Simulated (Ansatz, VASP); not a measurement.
# One calculation of Fe, two programs

```
CELL_PARAMETERS angstrom
0.00000 1.97982 2.00365
1.52783 0.00000 2.00365
1.52783 1.97982 0.00000
ATOMIC_POSITIONS crystal
Fe 0.00000 0.00000 0.00000
```

Change from the starting cell: volume scaled by 1.06.

Alike in both runs: task single point; functional PBE; k mesh 13 × 13 × 13; occupations fermi-dirac, width 0.05 eV; collinear spin.

```csv
,VASP,Ansatz
version,VASP 6.6.1,Ansatz 0.2.0
potentials or method,"VASP PAW PBE potentials, release 64 (Fe), cutoff 520 eV","all-electron LAPW, scalar-relativistic"
```

Ansatz gave:

| Quantity | Value |
| --- | --- |
| gap on the k mesh at the Fermi level (eV) | none |
| pressure (GPa) | -9.6 |
| traceless stress, the component that is largest in VASP (GPa) | -3.74 |
| net moment per atom (μB) | 2.31 |
| size of the moment on the site where the two differ most (μB) | 2.37 |

Task: Which values does VASP return?

Result: gap on the k mesh at the Fermi level (eV): none; pressure (GPa): -9.2; traceless stress, the component that is largest in VASP (GPa): -3.70; net moment per atom (μB): 2.34; size of the moment on the site where the two differ most (μB): 2.35.

Site moments also hang on the region over which each program counts them. A gap of «none» marks a metal or a gap that the smearing closes. Ansatz ran all-electron here, and VASP with PAW potentials.
